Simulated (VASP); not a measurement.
# TiSi2 (Cmcm) in VASP: single point with PBE+D3(BJ)

Aim: the single point of TiSi2 with PBE+D3(BJ).

Program: VASP 6.6.1. These are calculated values, not measurements. Logs are shortened: lines on timing, memory, paths and dates and some standing lists are left out, and cuts for length are marked.

## Step 1: The cell of the first run

Symmetry: Cmcm, No. 63, orthorhombic system. The conventional cell has a = 3.503 Å, b = 13.244 Å, c = 3.539 Å, α = 90.00°, β = 90.00°, γ = 90.00°. Ti (site symmetry m2m) has 10 Si at 2.55 to 2.78 Å and 6 Ti at 3.23 to 3.54 Å within 3.6 Å. Within 3.1 Å of Si (site symmetry m2m) lie 6 Si at 2.38 to 3.08 Å and 6 Ti at 2.55 to 2.78 Å. Within 3.3 Å of Si (site symmetry m2m) lie 8 Si at 2.49 to 3.08 Å and 4 Ti at 2.63 to 2.64 Å.

## Step 2: Single point, PBE+D3(BJ)

The input, INCAR:

```
SYSTEM = TiSi2
ALGO = Normal ; EDIFF = 1E-6
ENCUT = 520 ; GGA = PE
ISIF = 2 ; ISMEAR = 0
IVDW = 12 ; LASPH = .TRUE.
LCHARG = .FALSE. ; LREAL = .FALSE.
LWAVE = .FALSE. ; NBANDS = 29
NELM = 100 ; PREC = Accurate
SIGMA = 0.1
```

The input, KPOINTS:

```
k-points
0
G
  10 10 10
  0 0 0
```

The input, POSCAR:

```
TiSi2
1.0
    1.7514753850     -6.6218594958      0.0000000000
    1.7514753850      6.6218594958      0.0000000000
    0.0000000000      0.0000000000      3.5386907043
Ti Si
2 4
Direct
    0.8978134229      0.1021865771      0.7500000000
    0.1021865771      0.8978134229      0.2500000000
    0.5603470096      0.4396529904      0.7500000000
    0.4396529904      0.5603470096      0.2500000000
    0.2496854698      0.7503145302      0.7500000000
    0.7503145302      0.2496854698      0.2500000000
```

Potentials or basis: VASP PAW PBE potentials, release 64 (Ti_sv, Si).

Launch:

```
$ cat potpaw_PBE.64/Ti_sv/POTCAR potpaw_PBE.64/Si/POTCAR > POTCAR
$ mpirun -np 1 vasp_std > vasp.out
```

OUTCAR:

```text
SYSTEM = TiSi2
   EDIFF = 1E-6
   ENCUT = 520
   GGA = PE
   ISIF = 2
   ISMEAR = 0
   IVDW = 12
   LASPH = .TRUE.
   LREAL = .FALSE.
   NELM = 100
   PREC = Accurate
 IVDW          = 12

 ion  position               nearest neighbor table
   1  0.898  0.102  0.750-   4 2.55   4 2.55   4 2.55   4 2.55   5 2.63   5 2.63   6 2.64   6 2.64
                             3 2.78   3 2.78
   2  0.102  0.898  0.250-   3 2.55   3 2.55   3 2.55   3 2.55   6 2.63   6 2.63   5 2.64   5 2.64
                             4 2.78   4 2.78
   3  0.560  0.440  0.750-   4 2.38   4 2.38   2 2.55   2 2.55   2 2.55   2 2.55   1 2.78   1 2.78
                             5 3.06   5 3.06   6 3.08   6 3.08
   4  0.440  0.560  0.250-   3 2.38   3 2.38   1 2.55   1 2.55   1 2.55   1 2.55   2 2.78   2 2.78
                             6 3.06   6 3.06   5 3.08   5 3.08
   5  0.250  0.750  0.750-   6 2.49   6 2.49   6 2.49   6 2.49   1 2.63   1 2.63   2 2.64   2 2.64
                             3 3.06   3 3.06   4 3.08   4 3.08
   6  0.750  0.250  0.250-   5 2.49   5 2.49   5 2.49   5 2.49   2 2.63   2 2.63   1 2.64   1 2.64
                             4 3.06   4 3.06   3 3.08   3 3.08

  LATTYP: Found a base centered orthorhombic cell.
 ALAT       =     3.5029507700
 B/A-ratio  =     3.7807322629
 C/A-ratio  =     1.0102028080

  Lattice vectors:

 A1 = (   1.7514753850,  -6.6218594958,   0.0000000000)
 A2 = (   1.7514753850,   6.6218594958,   0.0000000000)
 A3 = (   0.0000000000,   0.0000000000,   3.5386907043)

Analysis of symmetry for initial positions (statically):
=====================================================================
 Subroutine PRICEL returns:
 Original cell was already a primitive cell.

 Routine SETGRP: Setting up the symmetry group for a
 base centered orthorhombic supercell.

 Subroutine GETGRP returns: Found  8 space group operations
 (whereof  4 operations were pure point group operations)
 out of a pool of  8 trial point group operations.

The static configuration has the point symmetry C_2h.
 The point group associated with its full space group is D_2h.

Analysis of symmetry for dynamics (positions and initial velocities):
=====================================================================
 Subroutine PRICEL returns:
 Original cell was already a primitive cell.

 Routine SETGRP: Setting up the symmetry group for a
 base centered orthorhombic supercell.

 Subroutine GETGRP returns: Found  8 space group operations
 (whereof  4 operations were pure point group operations)
 out of a pool of  8 trial point group operations.

The dynamic configuration has the point symmetry C_2h.
 The point group associated with its full space group is D_2h.

 Subroutine INISYM returns: Found  8 space group operations
 (whereof  4 operations are pure point group operations),
 and found     1 'primitive' translations

----------------------------------------------------------------------------------------

                                     Primitive cell

  volume of cell :      82.0836

  direct lattice vectors                    reciprocal lattice vectors
     1.751475385 -6.621859496  0.000000000     0.285473609 -0.075507492  0.000000000
     1.751475385  6.621859496  0.000000000     0.285473609  0.075507492  0.000000000
     0.000000000  0.000000000  3.538690704     0.000000000  0.000000000  0.282590394

  length of vectors
     6.849575841  6.849575841  3.538690704     0.295290642  0.295290642  0.282590394

  position of ions in fractional coordinates (direct lattice)
     0.897813423  0.102186577  0.750000000
     0.102186577  0.897813423  0.250000000
     0.560347010  0.439652990  0.750000000
     0.439652990  0.560347010  0.250000000
     0.249685470  0.750314530  0.750000000
     0.750314530  0.249685470  0.250000000

  ion indices of the primitive-cell ions
   primitive index   ion index
                 1           1
                 2           2
                 3           3
                 4           4
                 5           5
                 6           6

----------------------------------------------------------------------------------------

 KPOINTS: k-points

Automatic generation of k-mesh.
 Grid dimensions read from file:
 generate k-points for:   10   10   10

 Generating k-lattice:

  Cartesian coordinates                     Fractional coordinates (reciprocal lattice)
     0.028547361 -0.007550749  0.000000000     0.100000000  0.000000000  0.000000000
     0.028547361  0.007550749  0.000000000     0.000000000  0.100000000  0.000000000
     0.000000000  0.000000000  0.028259039     0.000000000  0.000000000  0.100000000

  Length of vectors
     0.029529064  0.029529064  0.028259039

  Shift w.r.t. Gamma in fractional coordinates (k-lattice)
     0.000000000  0.000000000  0.000000000

 Subroutine IBZKPT returns following result:
 ===========================================

 Found    186 irreducible k-points:

 Following reciprocal coordinates:
            Coordinates               Weight
  0.000000  0.000000  0.000000      1.000000
  0.100000  0.000000  0.000000      4.000000
  0.200000  0.000000  0.000000      4.000000
  0.300000  0.000000  0.000000      4.000000
  0.400000 -0.000000  0.000000      4.000000
  0.500000  0.000000  0.000000      2.000000
[... 16 lines left out ...]
  0.300000  0.300000  0.000000      2.000000
  0.400000  0.300000  0.000000      4.000000
 [... further k-points ...]
   k-points           NKPTS =    186   k-points in BZ     NKDIM =    186   number of bands    NBANDS=     29
   number of dos      NEDOS =    301   number of ions     NIONS =      6
   total plane-waves  NPLWV =  81648
   dimension x,y,z NGX =    54 NGY =   54 NGZ =   28
   dimension x,y,z NGXF=   108 NGYF=  108 NGZF=   56
   ions per type =               2   4
   NGX,Y,Z   is equivalent  to a cutoff of  13.11, 13.11, 13.15 a.u.
   NGXF,Y,Z  is equivalent  to a cutoff of  26.21, 26.21, 26.31 a.u.
 SYSTEM =  TiSi2
   PREC   = accura    normal or accurate (medium, high low for compatibility)
   ISTART =      0    job   : 0-new  1-cont  2-samecut
   ICHARG =      2    charge: 1-file 2-atom 10-const
   ISPIN  =      1    spin polarized calculation?
   LNONCOLLINEAR =      F non collinear calculations
   LSORBIT =      F    spin-orbit coupling
   LASPH  =      T    aspherical Exc in radial PAW
   ENCUT  =  520.0 eV  38.22 Ry    6.18 a.u.  12.74 12.74  6.58*2*pi/ulx,y,z
   NELM   =    100;   NELMIN=  2; NELMDL= -5     # of ELM steps
   EDIFF  = 0.1E-05   stopping-criterion for ELM
   LREAL  =      F    real-space projection
   EDIFFG = 0.1E-04   stopping-criterion for IOM
   NSW    =      0    number of steps for IOM
   IBRION =     -1    ionic relax: 0-MD 1-quasi-New 2-CG
   NFREE  =      0    steps in history (QN), initial steepest desc. (CG)
   ISIF   =      2    stress and relaxation
   ISYM   =      2    0-nonsym 1-usesym 2-fastsym
   POTIM  = 0.5000    time-step for ionic-motion
   TEBEG  =    0.0;   TEEND  =   0.0 temperature during run
   PSTRESS=    0.0 pullay stress
   NELECT =      40.0000    total number of electrons
   NUPDOWN=      -1.0000    fix difference up-down
   EMIN   =  10.00;   EMAX   =-10.00  energy-range for DOS
   EFERMI =   0.00;   METHOD = LEGACY
   ISMEAR =     0;   SIGMA  =   0.10  broadening in eV -4-tet -1-fermi 0-gaus
   EFERMI_NEDOS =   21; number of points for ismear=-14 and -15
   IALGO  =     38    algorithm
   IMIX   =      4    mixing-type and parameters
     AMIX     =   0.40;   BMIX     =  1.00
     AMIX_MAG =   1.60;   BMIX_MAG =  1.00
  volume/ion in A,a.u.               =      13.68        92.32
  Fermi-wavevector in a.u.,A,eV,Ry     =   1.288277  2.434491 22.581017  1.659658
  Thomas-Fermi vector in A             =   2.420241
   LORBIT       =      0    0 simple, 1 ext, 2 COOP (PROOUT), +10 PAW based schemes
   GGA     = PE    functional components
   LHFCALC =     F    Hartree Fock is set to
   AEXX    =    0.0000 exact exchange contribution
   IVDW    =    12    specifies the selected vdW correction
   LEPSILON=     F    determine dielectric tensor
   LRPA    =     F    only Hartree local field effects (RPA)
 non-spin polarized calculation
 Gauss-broadening in eV      SIGMA  =   0.10
  energy-cutoff  :      520.00
  volume of cell :       82.08
 maximum number of plane-waves:      2247
 NGX is ok and might be reduce to    54
   NGX = 25   NGY = 25   NGZ = 13

 number of electron      40.0000000 magnetization

 Free energy of the ion-electron system (eV)
  ---------------------------------------------------
  ext. energy  EPLUGINS =         0.00000000
  ---------------------------------------------------
  free energy    TOTEN  =       -40.67280844 eV

  energy without entropy =      -40.66508572  energy(sigma->0) =      -40.66894708

 E-fermi :  11.0137     XC(G=0): -11.8059

 val. band max:       11.0076446554   @ k =  -0.1000   0.1000   0.3000
 cond. band min:      11.0305935899   @ k =   0.5000   0.4000   0.0000
 fundamental gap:      0.0229489345
 Fermi energy:        11.0137309530

 k-point     1 :       0.0000    0.0000    0.0000
  band No.  band energies     occupation
      1     -45.6996      2.00000
      2     -45.6869      2.00000
      3     -22.0670      2.00000
      4     -22.0296      2.00000
      5     -22.0244      2.00000
      6     -22.0077      2.00000
[... 21 lines left out ...]
     28      14.1367      0.00000
     29      14.2871      0.00000

 k-point     2 :       0.1000    0.0000    0.0000
  band No.  band energies     occupation
      1     -45.6991      2.00000
      2     -45.6865      2.00000
      3     -22.0655      2.00000
      4     -22.0327      2.00000
      5     -22.0288      2.00000
      6     -22.0151      2.00000
[... 21 lines left out ...]
     28      14.2156      0.00000
     29      14.2491      0.00000

 k-point     3 :       0.2000    0.0000    0.0000
  band No.  band energies     occupation
      1     -45.6978      2.00000
      2     -45.6853      2.00000
      3     -22.0618      2.00000
      4     -22.0540      2.00000
      5     -22.0344      2.00000
      6     -22.0267      2.00000
[... 638 lines left out ...]
      5     -22.0507      2.00000
      6     -22.0219      2.00000
[... 21 lines left out ...]
     28      14.3115      0.00000
     29      14.4034      0.00000

 k-point    24 :       0.4000    0.3000    0.0000
  band No.  band energies     occupation
      1     -45.6961      2.00000
      2     -45.6840      2.00000
      3     -22.0818      2.00000
      4     -22.0581      2.00000
      5     -22.0525      2.00000
      6     -22.0238      2.00000
[... 21 lines left out ...]
     28      14.5159      0.00000
     29      14.5837      0.00000

 [... further k-points ...]

------------------------ aborting loop because EDIFF is reached ----------------------------------------

 Edisp (eV)   -3.30518

 E8    (eV) :    -1.4408

  FORCE on cell =-STRESS in cart. coord.  units (eV):
  Direction    XX          YY          ZZ          XY          YZ          ZX
  --------------------------------------------------------------------------------------
  -------------------------------------------------------------------------------------
  Total      -0.01786    -0.02021    -0.02437     0.00000    -0.00000     0.00000
  in kB      -0.34852    -0.39438    -0.47572     0.00000    -0.00000     0.00000
  external pressure =       -0.41 kB  Pullay stress =        0.00 kB

 VOLUME and BASIS-vectors are now :
 -----------------------------------------------------------------------------
  energy-cutoff  :      520.00
  volume of cell :       82.08
      direct lattice vectors                 reciprocal lattice vectors
     1.751475385 -6.621859496  0.000000000     0.285473609 -0.075507492  0.000000000
     1.751475385  6.621859496  0.000000000     0.285473609  0.075507492  0.000000000
     0.000000000  0.000000000  3.538690704     0.000000000  0.000000000  0.282590394

 POSITION                                       TOTAL-FORCE (eV/Angst)
 -----------------------------------------------------------------------------------
      1.75148     -5.26853      2.65402         0.000000      0.002887      0.000000
      1.75148      5.26853      0.88467         0.000000     -0.002887     -0.000000
      1.75148     -0.79922      2.65402         0.000000      0.009759     -0.000000
      1.75148      0.79922      0.88467         0.000000     -0.009759     -0.000000
      1.75148      3.31510      2.65402         0.000000     -0.000246     -0.000000
      1.75148     -3.31510      0.88467         0.000000      0.000246     -0.000000
 -----------------------------------------------------------------------------------
    total drift:                                0.000000     -0.000000      0.000000

  FREE ENERGIE OF THE ION-ELECTRON SYSTEM (eV)
  ---------------------------------------------------
  free  energy   TOTEN  =       -43.9779909325 eV

  energy  without entropy=      -43.9702682113  energy(sigma->0) =      -43.97412957
```

It took 6.2 min on 1 thread of Intel Xeon 6975P-C (Granite Rapids), shared host; peak memory 0.53 GiB.

Results:

```
Free energy                : -43.9780 eV
Pressure                   : 0.0 GPa
Largest force              : 0.010 eV/Å
Band gap on the k mesh     : zero (bands 20 and 21 overlap by 1.01 eV)
Dispersion energy per atom : -0.551 eV
```

Forces on the atoms (eV/Å):
```
Ti   0.000  0.003  0.000
Ti   0.000 -0.003  0.000
Si   0.000  0.010  0.000
Si   0.000 -0.010  0.000
Si   0.000  0.000  0.000
Si   0.000  0.000  0.000
```
